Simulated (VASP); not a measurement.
Wanted: the native input for a VASP 6.6.1 run.

```
Task                   : single point
Functional             : PBE
Dispersion             : D3(BJ)
Potentials or basis    : VASP PAW PBE potentials, release 64 (B, N)
Cutoff                 : 520 eV
k mesh                 : 12 × 12 × 4
Occupations            : gaussian, width 0.02 eV
Spin                   : no spin polarisation
Dipole correction      : no
Further INCAR settings : ALGO = Normal; EDIFF = 1e-06; NBANDS = 21
```

The structure of BN lies in POSCAR:

```
BN
1.0
    2.5061138137      0.0000000000      0.0000000000
   -1.2530569069      2.1703582275      0.0000000000
    0.0000000000      0.0000000000      9.2915722041
B N
3 3
Direct
    0.0000000000      0.0000000000      0.0001186306
    0.6666666667      0.3333333333      0.3334519639
    0.3333333333      0.6666666667      0.6667852973
    0.6666666667      0.3333333333      0.0007817027
    0.3333333333      0.6666666667      0.3341150361
    0.0000000000      0.0000000000      0.6674483694
```

This cell differs from its parent crystal: strain along c alone, the other axes held: -6.0 %, then relaxed in part.

The input as run:

INCAR

```
PREC     = Accurate       # precision mode
ENCUT    = 520            # plane-wave cutoff, eV
EDIFF    = 1E-6           # SCF threshold, eV
ISMEAR   = 0              # smearing method
SIGMA    = 0.02           # smearing width, eV
LREAL    = False          # projectors in reciprocal space
LASPH    = True           # aspherical terms in the spheres
NELM     = 100            # most SCF steps
ALGO     = Normal         # electronic algorithm
ISIF     = 2              # what is computed and relaxed
LWAVE    = False          # write WAVECAR
LCHARG   = False          # write CHGCAR
GGA      = PE             # functional
IVDW     = 12             # dispersion correction
NBANDS   = 21             # bands
```

KPOINTS

```
Automatic mesh
0
Gamma
  12 12 4
```

Potentials or basis: VASP PAW PBE potentials, release 64 (B, N).

Launch:

```console
$ cat potpaw_PBE.64/B/POTCAR potpaw_PBE.64/N/POTCAR > POTCAR
$ mpirun -np 1 vasp_std > vasp.out
```

Results of the run:

```yaml
Pressure: 0.8 GPa
Band_gap_on_the_k_mesh: 4.03 eV
Dispersion_energy_per_atom: -0.153 eV
```

Caveat: the cell differs from its parent crystal (strain along c alone, the other axes held: -6.0 %, then relaxed in part).

It took 80 s on 1 thread of Intel Xeon 8259CL, with other jobs on the host, peak memory 0.22 GiB.
